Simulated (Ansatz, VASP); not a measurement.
**Two plane-wave programs on AlTl2O4**

```
CELL_PARAMETERS angstrom
5.34577 0.00000 0.02521
0.00000 3.30123 0.00000
-1.14708 0.00000 6.63537
ATOMIC_POSITIONS crystal
Al 0.17157 0.00000 0.93198
Tl 0.75556 0.00000 0.31059
Tl 0.68202 0.50000 0.75723
O 0.50750 0.00000 0.92502
O 0.54053 0.50000 0.42906
O 0.09717 0.50000 0.02173
O 0.95467 0.00000 0.69407
```

Alike in both runs: functional PBE; k mesh 8 × 12 × 6; occupations gaussian, width 0.1 eV; no spin polarisation.

Ansatz relaxed the structure, and its values are those at the end. VASP's run is a single point on that final structure, the one shown.

|  | VASP | Ansatz |
| --- | --- | --- |
| version | VASP 6.6.1 | Ansatz 0.2.0 |
| potentials or method | VASP PAW PBE potentials, release 64 (Al, Tl_d, O), cutoff 600 eV | scalar-relativistic, plane waves, PAW |
| valence electrons in the cell | 53 | 53 |

|  | VASP | Ansatz | Ansatz less VASP |
| --- | --- | --- | --- |
| gap on the k mesh at the Fermi level (eV) | none | none | - |
| pressure (GPa) | 0.0 | 0.0 | +0.04 |
| rms of the force components (eV/Å) | 0.012 | 0.003 | -0.0090 |

A gap of «none» marks a metal or a gap that the smearing closes. With one functional, cell and mesh, what is left measures potentials, basis and numerics.

Spin-orbit coupling is off throughout.
